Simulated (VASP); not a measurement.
# BN (P6_3/mmc) in VASP: notebook

The runs below take BN through single point, with PBEsol.

All numbers are computed with VASP 6.6.1; they aren't measurements. Logs are shortened: lines on timing, memory, paths and dates and some standing lists are left out, and cuts for length are marked.

## 1. The cell of the first run

Symmetry: P6_3/mmc, No. 194, hexagonal system. The conventional cell has a = 2.441 Å, b = 2.441 Å, c = 6.828 Å, α = 90.00°, β = 90.00°, γ = 120.00°. B (site symmetry -6m2) has 3 N at 1.41 Å within 1.9 Å. N (site symmetry -6m2) has 3 B at 1.41 Å within 1.9 Å.

## 2. Single point, PBEsol (strain -0.025 along x and y, +0.025 along z)

Input file INCAR:

```
SYSTEM = BN
PREC = Accurate
ENCUT = 520
EDIFF = 1E-6
ISMEAR = 0
SIGMA = 0.05
LREAL = .False.
LASPH = .True.
NELM = 80
ALGO = Normal
ISIF = 2
LWAVE = .False.
LCHARG = .True.
GGA = PS
LELF = .True.
LVHAR = .True.
NBANDS = 16
```

Input file KPOINTS:

```
regular mesh
0
Gamma
  12 12 4
  0 0 0
```

Input file POSCAR:

```
BN
1.0
    2.4413919117      0.0000000000      0.0000000000
   -1.2206959559      2.1143074161      0.0000000000
    0.0000000000      0.0000000000      6.8277300000
B N
2 2
Direct
    0.3333333333      0.6666666667      0.2500000000
    0.6666666667      0.3333333333      0.7500000000
    0.3333333333      0.6666666667      0.7500000000
    0.6666666667      0.3333333333      0.2500000000
```

Potentials or basis: VASP PAW PBE potentials, release 64 (B, N).

Run with:

```sh
$ cat potpaw_PBE.64/B/POTCAR potpaw_PBE.64/N/POTCAR > POTCAR
$ mpirun -np 1 vasp_std > vasp.out
```

OUTCAR:

```text
SYSTEM = BN
   PREC = Accurate
   ENCUT = 520
   EDIFF = 1E-6
   ISMEAR = 0
   LREAL = .False.
   LASPH = .True.
   NELM = 80
   ISIF = 2
   GGA = PS

 ion  position               nearest neighbor table
   1  0.333  0.667  0.250-   4 1.41   4 1.41   4 1.41
   2  0.667  0.333  0.750-   3 1.41   3 1.41   3 1.41
   3  0.333  0.667  0.750-   2 1.41   2 1.41   2 1.41
   4  0.667  0.333  0.250-   1 1.41   1 1.41   1 1.41

  LATTYP: Found a hexagonal cell.
 ALAT       =     2.4413919117
 C/A-ratio  =     2.7966546327

  Lattice vectors:

 A1 = (   2.4413919117,   0.0000000000,   0.0000000000)
 A2 = (  -1.2206959559,   2.1143074161,   0.0000000000)
 A3 = (   0.0000000000,   0.0000000000,   6.8277300000)

Analysis of symmetry for initial positions (statically):
=====================================================================
 Subroutine PRICEL returns:
 Original cell was already a primitive cell.

 Routine SETGRP: Setting up the symmetry group for a
 hexagonal supercell.

 Subroutine GETGRP returns: Found 24 space group operations
 (whereof 12 operations were pure point group operations)
 out of a pool of 24 trial point group operations.

The static configuration has the point symmetry D_3d.
 The point group associated with its full space group is D_6h.

Analysis of symmetry for dynamics (positions and initial velocities):
=====================================================================
 Subroutine PRICEL returns:
 Original cell was already a primitive cell.

 Routine SETGRP: Setting up the symmetry group for a
 hexagonal supercell.

 Subroutine GETGRP returns: Found 24 space group operations
 (whereof 12 operations were pure point group operations)
 out of a pool of 24 trial point group operations.

The dynamic configuration has the point symmetry D_3d.
 The point group associated with its full space group is D_6h.

 Subroutine INISYM returns: Found 24 space group operations
 (whereof 12 operations are pure point group operations),
 and found     1 'primitive' translations

----------------------------------------------------------------------------------------

                                     Primitive cell

  volume of cell :      35.2437

  direct lattice vectors                    reciprocal lattice vectors
     2.441391912  0.000000000  0.000000000     0.409602406  0.236484059  0.000000000
    -1.220695956  2.114307416  0.000000000     0.000000000  0.472968118  0.000000000
     0.000000000  0.000000000  6.827730000     0.000000000  0.000000000  0.146461562

  length of vectors
     2.441391912  2.441391912  6.827730000     0.472968118  0.472968118  0.146461562

  position of ions in fractional coordinates (direct lattice)
     0.333333333  0.666666667  0.250000000
     0.666666667  0.333333333  0.750000000
     0.333333333  0.666666667  0.750000000
     0.666666667  0.333333333  0.250000000

  ion indices of the primitive-cell ions
   primitive index   ion index
                 1           1
                 2           2
                 3           3
                 4           4

----------------------------------------------------------------------------------------

 KPOINTS: regular mesh

Automatic generation of k-mesh.
 Grid dimensions read from file:
 generate k-points for:   12   12    4

 Generating k-lattice:

  Cartesian coordinates                     Fractional coordinates (reciprocal lattice)
     0.034133534  0.019707005  0.000000000     0.083333333  0.000000000  0.000000000
     0.000000000  0.039414010  0.000000000     0.000000000  0.083333333  0.000000000
     0.000000000  0.000000000  0.036615390     0.000000000  0.000000000  0.250000000

  Length of vectors
     0.039414010  0.039414010  0.036615390

  Shift w.r.t. Gamma in fractional coordinates (k-lattice)
     0.000000000  0.000000000  0.000000000

 Subroutine IBZKPT returns following result:
 ===========================================

 Found     57 irreducible k-points:

 Following reciprocal coordinates:
            Coordinates               Weight
  0.000000  0.000000  0.000000      1.000000
  0.083333  0.000000  0.000000      6.000000
  0.166667 -0.000000  0.000000      6.000000
  0.250000  0.000000  0.000000      6.000000
  0.333333 -0.000000  0.000000      6.000000
  0.416667 -0.000000  0.000000      6.000000
[... 16 lines left out ...]
  0.250000  0.000000  0.250000     12.000000
  0.333333 -0.000000  0.250000     12.000000
 [... further k-points ...]
   k-points           NKPTS =     57   k-points in BZ     NKDIM =     57   number of bands    NBANDS=     16
   number of dos      NEDOS =    301   number of ions     NIONS =      4
   total plane-waves  NPLWV =  17496
   dimension x,y,z NGX =    18 NGY =   18 NGZ =   54
   dimension x,y,z NGXF=    36 NGYF=   36 NGZF=  108
   ions per type =               2   2
   NGX,Y,Z   is equivalent  to a cutoff of  12.26, 12.26, 13.15 a.u.
   NGXF,Y,Z  is equivalent  to a cutoff of  24.51, 24.51, 26.30 a.u.
 SYSTEM =  BN
   PREC   = accura    normal or accurate (medium, high low for compatibility)
   ISTART =      0    job   : 0-new  1-cont  2-samecut
   ICHARG =      2    charge: 1-file 2-atom 10-const
   ISPIN  =      1    spin polarized calculation?
   LNONCOLLINEAR =      F non collinear calculations
   LSORBIT =      F    spin-orbit coupling
   LASPH  =      T    aspherical Exc in radial PAW
   ENCUT  =  520.0 eV  38.22 Ry    6.18 a.u.   4.54  4.54 12.70*2*pi/ulx,y,z
   NELM   =     80;   NELMIN=  2; NELMDL= -5     # of ELM steps
   EDIFF  = 0.1E-05   stopping-criterion for ELM
   LREAL  =      F    real-space projection
   EDIFFG = 0.1E-04   stopping-criterion for IOM
   NSW    =      0    number of steps for IOM
   IBRION =     -1    ionic relax: 0-MD 1-quasi-New 2-CG
   NFREE  =      0    steps in history (QN), initial steepest desc. (CG)
   ISIF   =      2    stress and relaxation
   ISYM   =      2    0-nonsym 1-usesym 2-fastsym
   POTIM  = 0.5000    time-step for ionic-motion
   TEBEG  =    0.0;   TEEND  =   0.0 temperature during run
   PSTRESS=    0.0 pullay stress
   NELECT =      16.0000    total number of electrons
   NUPDOWN=      -1.0000    fix difference up-down
   EMIN   =  10.00;   EMAX   =-10.00  energy-range for DOS
   EFERMI =   0.00;   METHOD = LEGACY
   ISMEAR =     0;   SIGMA  =   0.05  broadening in eV -4-tet -1-fermi 0-gaus
   EFERMI_NEDOS =   21; number of points for ismear=-14 and -15
   IALGO  =     38    algorithm
   IMIX   =      4    mixing-type and parameters
     AMIX     =   0.40;   BMIX     =  1.00
     AMIX_MAG =   1.60;   BMIX_MAG =  1.00
  volume/ion in A,a.u.               =       8.81        59.46
  Fermi-wavevector in a.u.,A,eV,Ry     =   1.258213  2.377678 21.539382  1.583100
  Thomas-Fermi vector in A             =   2.391834
   LORBIT       =      0    0 simple, 1 ext, 2 COOP (PROOUT), +10 PAW based schemes
   GGA     = PS    functional components
   LHFCALC =     F    Hartree Fock is set to
   AEXX    =    0.0000 exact exchange contribution
   IVDW    =     0    specifies the selected vdW correction
   LEPSILON=     F    determine dielectric tensor
   LRPA    =     F    only Hartree local field effects (RPA)
 non-spin polarized calculation
 Gauss-broadening in eV      SIGMA  =   0.05
  energy-cutoff  :      520.00
  volume of cell :       35.24
 maximum number of plane-waves:       979
   NGX =  9   NGY =  9   NGZ = 25

 number of electron      16.0000004 magnetization

 Free energy of the ion-electron system (eV)
  ---------------------------------------------------
  ext. energy  EPLUGINS =         0.00000000
  ---------------------------------------------------
  free energy    TOTEN  =       -36.39686972 eV

  energy without entropy =      -36.39686972  energy(sigma->0) =      -36.39686972

 E-fermi :   2.5284     XC(G=0): -10.2666

 val. band max:        2.2963369878   @ k =   0.3333   0.3333   0.5000
 cond. band min:       6.6282931600   @ k =   0.5000   0.0000   0.0000
 fundamental gap:      4.3319561722
 Fermi energy:         2.5283896546

 k-point     1 :       0.0000    0.0000    0.0000
  band No.  band energies     occupation
      1     -15.8955      2.00000
      2     -15.6572      2.00000
      3      -4.2645      2.00000
      4      -2.4159      2.00000
      5       1.0859      2.00000
      6       1.0859      2.00000
[... 8 lines left out ...]
     15      15.5197      0.00000
     16      16.1576      0.00000

 k-point     2 :       0.0833    0.0000    0.0000
  band No.  band energies     occupation
      1     -15.7518      2.00000
      2     -15.5174      2.00000
      3      -4.0658      2.00000
      4      -2.2337      2.00000
      5       0.5082      2.00000
      6       0.5272      2.00000
[... 8 lines left out ...]
     15      15.6194      0.00000
     16      15.9370      0.00000

 k-point     3 :       0.1667   -0.0000    0.0000
  band No.  band energies     occupation
      1     -15.3277      2.00000
      2     -15.1051      2.00000
      3      -3.4766      2.00000
      4      -1.6971      2.00000
      5      -0.9659      2.00000
      6      -0.9429      2.00000
[... 8 lines left out ...]
     15      16.9284      0.00000
     16      16.9806      0.00000

 k-point     4 :       0.2500    0.0000    0.0000
  band No.  band energies     occupation
      1     -14.6490      2.00000
      2     -14.4470      2.00000
      3      -2.8524      2.00000
      4      -2.8123      2.00000
      5      -2.5221      2.00000
      6      -0.8427      2.00000
[... 8 lines left out ...]
     15      18.1727      0.00000
     16      19.2938      0.00000
[... 324 lines left out ...]
 k-point    22 :       0.1667   -0.0000    0.2500
  band No.  band energies     occupation
      1     -15.2965      2.00000
      2     -15.1391      2.00000
      3      -3.2579      2.00000
      4      -2.0182      2.00000
      5      -0.9586      2.00000
      6      -0.9370      2.00000
[... 8 lines left out ...]
     15      16.8526      0.00000
     16      16.9150      0.00000

 k-point    23 :       0.2500    0.0000    0.2500
  band No.  band energies     occupation
      1     -14.6205      2.00000
      2     -14.4776      2.00000
      3      -2.8609      2.00000
      4      -2.8240      2.00000
      5      -2.2953      2.00000
      6      -1.1272      2.00000
[... 8 lines left out ...]
     15      19.3066      0.00000
     16      19.3729      0.00000

 k-point    24 :       0.3333   -0.0000    0.2500
  band No.  band energies     occupation
      1     -13.7570      2.00000
      2     -13.6372      2.00000
      3      -4.7417      2.00000
      4      -4.7006      2.00000
      5      -1.3475      2.00000
      6      -1.3177      2.00000
[... 8 lines left out ...]
     15      19.6073      0.00000
     16      21.5733      0.00000

 [... further k-points ...]
[... 5 lines left out ...]
  --------------------------------------------------------------------------------------
  -------------------------------------------------------------------------------------
  Total        6.7132451      6.7132451      0.0676591     -0.0000000      0.0000000      0.0000000
  in kB      305.1835457    305.1835457      3.0757783     -0.0000000      0.0000000      0.0000000
  external PRESSURE =     204.4809566 kB  Pullay stress =       0.0000000 kB

 VOLUME and BASIS-vectors are now :
 -----------------------------------------------------------------------------
  energy-cutoff  :      520.00
  volume of cell :       35.24
      direct lattice vectors                 reciprocal lattice vectors
     2.441391912  0.000000000  0.000000000     0.409602406  0.236484059  0.000000000
    -1.220695956  2.114307416  0.000000000     0.000000000  0.472968118  0.000000000
     0.000000000  0.000000000  6.827730000     0.000000000  0.000000000  0.146461562

 POSITION                                       TOTAL-FORCE (eV/Angst)
 -----------------------------------------------------------------------------------
     -0.00000      1.40954      1.70693        -0.000000      0.000000      0.000000
      1.22070      0.70477      5.12080         0.000000     -0.000000      0.000000
     -0.00000      1.40954      5.12080        -0.000000      0.000000      0.000000
      1.22070      0.70477      1.70693        -0.000000      0.000000      0.000000
 -----------------------------------------------------------------------------------
    total drift:                               -0.000000      0.000000      0.000000

  FREE ENERGIE OF THE ION-ELECTRON SYSTEM (eV)
  ---------------------------------------------------
  free  energy   TOTEN  =       -36.3968697181 eV

  energy  without entropy=      -36.3968697181  energy(sigma->0) =      -36.39686972
```

Wall time 22 s (1 thread of AMD EPYC 7R43 (Zen 3), shared host); peak memory 0.12 GiB.

What came out:

```
Free energy            : -36.3969 eV
Pressure               : 20.4 GPa
Band gap on the k mesh : 4.33 eV, indirect (least direct gap 4.78 eV)
```

Levels at points of the mesh, in eV from the valence-band top:
```csv
k point,band 4,band 5,band 6,band 7,band 8,band 9,band 10,band 11,band 12,band 13
"(0.00, 0.00, 0.00)",-4.71,-1.21,-1.21,-1.19,-1.19,4.85,10.00,12.16,12.16,12.25
"(0.50, 0.00, 0.00)",-9.17,-4.25,-4.20,-1.44,-0.58,4.33,5.62,10.10,10.75,12.64
"(0.00, 0.00, 0.50)",-5.73,-1.20,-1.20,-1.20,-1.20,7.16,7.16,12.21,12.21,12.21
"(0.50, 0.00, 0.50)",-9.20,-4.22,-4.22,-1.00,-1.00,4.79,4.79,10.62,10.62,13.62
```

Caveat: the cell differs from its parent crystal (strain -0.025 along x and y, +0.025 along z); the PAW data sets were made with another functional, which shifts forces and pressure a little; this functional lacks dispersion, which binds the layers, so the pressure and a relaxed spacing across them are unreliable. A k mesh can miss the band edges.

## 3. Single point, PBEsol (strain -0.025 along x and y, +0.050 along z)

Input file INCAR:

```
PREC = Accurate ; ENCUT = 520
EDIFF = 1E-6 ; ISMEAR = 0
SIGMA = 0.05 ; LREAL = F
LASPH = T ; NELM = 60
ALGO = Normal ; ISIF = 2
LWAVE = F ; LCHARG = T
GGA = PS ; LELF = T
LVHAR = T ; NBANDS = 16
```

Input file KPOINTS:

```
regular mesh
0
Gamma
  12 12 4
```

Edit POSCAR of step 2 so:

```diff
@@ -4,3 +4,3 @@
    -1.2206959559      2.1143074161      0.0000000000
-    0.0000000000      0.0000000000      6.8277300000
+    0.0000000000      0.0000000000      6.9942600000
 B N
```

Potentials or basis: VASP PAW PBE potentials, release 64 (B, N).

Run with:

```sh
$ cat potpaw_PBE.64/B/POTCAR potpaw_PBE.64/N/POTCAR > POTCAR
$ mpirun -np 1 vasp_std > vasp.out
```

OUTCAR:

```text
PREC = Accurate
   ENCUT = 520
   EDIFF = 1E-6
   ISMEAR = 0
   LREAL = F
   LASPH = T
   NELM = 60
   ISIF = 2
   GGA = PS

 ion  position               nearest neighbor table
   1  0.333  0.667  0.250-   4 1.41   4 1.41   4 1.41
   2  0.667  0.333  0.750-   3 1.41   3 1.41   3 1.41
   3  0.333  0.667  0.750-   2 1.41   2 1.41   2 1.41
   4  0.667  0.333  0.250-   1 1.41   1 1.41   1 1.41

  LATTYP: Found a hexagonal cell.
 ALAT       =     2.4413919117
 C/A-ratio  =     2.8648657213
[... 638 lines left out ...]
      6      -1.5140      2.00000
[... 8 lines left out ...]
     15      19.2998      0.00000
     16      21.2063      0.00000

 [... further k-points ...]
[... 5 lines left out ...]
  --------------------------------------------------------------------------------------
  -------------------------------------------------------------------------------------
  Total        6.7079178      6.7079178     -0.0065647     -0.0000000     -0.0000000      0.0000000
  in kB      297.6808592    297.6808592     -0.2913244     -0.0000000     -0.0000000      0.0000000
  external PRESSURE =     198.3567980 kB  Pullay stress =       0.0000000 kB

 VOLUME and BASIS-vectors are now :
 -----------------------------------------------------------------------------
  energy-cutoff  :      520.00
  volume of cell :       36.10
      direct lattice vectors                 reciprocal lattice vectors
     2.441391912  0.000000000  0.000000000     0.409602406  0.236484059  0.000000000
    -1.220695956  2.114307416  0.000000000     0.000000000  0.472968118  0.000000000
     0.000000000  0.000000000  6.994260000     0.000000000  0.000000000  0.142974382

 POSITION                                       TOTAL-FORCE (eV/Angst)
 -----------------------------------------------------------------------------------
     -0.00000      1.40954      1.74856        -0.000000      0.000000      0.000000
      1.22070      0.70477      5.24569         0.000000     -0.000000      0.000000
     -0.00000      1.40954      5.24569        -0.000000     -0.000000      0.000000
      1.22070      0.70477      1.74856        -0.000000      0.000000      0.000000
 -----------------------------------------------------------------------------------
    total drift:                               -0.000000      0.000000      0.000000

  FREE ENERGIE OF THE ION-ELECTRON SYSTEM (eV)
  ---------------------------------------------------
  free  energy   TOTEN  =       -36.3985094095 eV

  energy  without entropy=      -36.3985094095  energy(sigma->0) =      -36.39850941
```

OSZICAR:

```text
N       E                     dE             d eps       ncg     rms          rms(c)
DAV:   1     0.521617683838E+02    0.52162E+02   -0.80392E+03  1824   0.924E+02
DAV:   2    -0.369054502401E+02   -0.89067E+02   -0.80487E+02  2488   0.226E+02
DAV:   3    -0.404452582561E+02   -0.35398E+01   -0.35213E+01  2408   0.445E+01
DAV:   4    -0.404690436442E+02   -0.23785E-01   -0.23782E-01  2240   0.405E+00
DAV:   5    -0.404692714755E+02   -0.22783E-03   -0.22783E-03  2400   0.377E-01    0.118E+01
DAV:   6    -0.369054054388E+02    0.35639E+01   -0.52604E+00  2328   0.175E+01    0.546E+00
DAV:   7    -0.364983802929E+02    0.40703E+00   -0.69332E-01  2384   0.591E+00    0.326E+00
DAV:   8    -0.364014753428E+02    0.96905E-01   -0.24750E-01  2392   0.338E+00    0.477E-01
DAV:   9    -0.363974423242E+02    0.40330E-02   -0.16174E-02  2088   0.102E+00    0.201E-01
DAV:  10    -0.363983746282E+02   -0.93230E-03   -0.11574E-03  2104   0.263E-01    0.308E-02
DAV:  11    -0.363984919517E+02   -0.11732E-03   -0.84288E-05  2168   0.681E-02    0.250E-02
DAV:  12    -0.363985093097E+02   -0.17358E-04   -0.30535E-05  2000   0.353E-02    0.206E-03
DAV:  13    -0.363985094095E+02   -0.99796E-07   -0.59523E-07  2008   0.631E-03
   1 F= -.36398509E+02 E0= -.36398509E+02  d E =-.722946E-14
```

stdout:

```text
POSCAR found type information on POSCAR B N
 POSCAR found :  2 types and       4 ions
 scaLAPACK will be used
 -----------------------------------------------------------------------------
|                                                                             |
|                                                                             |
|     You enforced a specific xc type in the INCAR file but a different       |
|     I HOPE YOU KNOW WHAT YOU ARE DOING!                                     |
|                                                                             |
 -----------------------------------------------------------------------------

 LDA part: xc-table for (Slater+PW92), standard interpolation
 POSCAR, INCAR and KPOINTS ok, starting setup
 FFT: planning ... GRIDC
 FFT: planning ... GRID_SOFT
 FFT: planning ... GRID
 WAVECAR not read
 entering main loop
```

Wall time 23 s (1 thread of AMD EPYC 7R43 (Zen 3), shared host); peak memory 0.12 GiB.

Results:

```
Free energy            : -36.3985 eV
Pressure               : 19.8 GPa
Band gap on the k mesh : 4.38 eV, indirect (least direct gap 4.78 eV)
```

Stress tensor (GPa, compression positive):
```
29.77  0.00  0.00
 0.00 29.77  0.00
 0.00  0.00 -0.03
```

Caveat: the cell differs from its parent crystal (strain -0.025 along x and y, +0.050 along z); the PAW data sets were made with another functional, which shifts forces and pressure a little; this functional lacks dispersion, which binds the layers, so the pressure and a relaxed spacing across them are unreliable. A k mesh can miss the band edges.
